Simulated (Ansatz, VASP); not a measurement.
One calculation of BaGe3F2, two programs

```xyz
6
Lattice="3.8676 2.2330 2.6428 -3.8676 2.2330 2.6428 0.0000 -4.4659 2.6428" Properties=species:S:1:pos:R:3 pbc="T T T"
Ba    0.0000    0.0000    0.0000
Ge    0.0000    2.2330    2.6428
Ge    1.9338   -1.1165    2.6428
Ge   -1.9338   -1.1165    2.6428
F     0.0000    0.0000    5.3362
F     0.0000    0.0000    2.5923
```

Alike in both runs: functional PBE; k mesh 4 × 4 × 4; occupations gaussian, width 0.1 eV; no spin polarisation.

Ansatz relaxed the structure, and its values are those at the end. VASP's run is a single point on that final structure, the one shown.

|  | VASP | Ansatz |
| --- | --- | --- |
| version | VASP 6.6.1 | Ansatz 0.2.0 |
| potentials or method | VASP PAW PBE potentials, release 64 (Ba_sv, Ge_d, F), cutoff 520 eV | scalar-relativistic, plane waves, PAW |
| valence electrons in the cell | 66 | 66 |

|  | VASP | Ansatz | Ansatz less VASP |
| --- | --- | --- | --- |
| gap on the k mesh at the Fermi level (eV) | none | none | - |
| pressure (GPa) | 0.4 | 0.0 | -0.31 |
| rms of the force components (eV/Å) | 0.035 | 0.000 | -0.0352 |

A gap of «none» marks a metal or a gap that the smearing closes.

Neither program's run includes spin-orbit coupling.
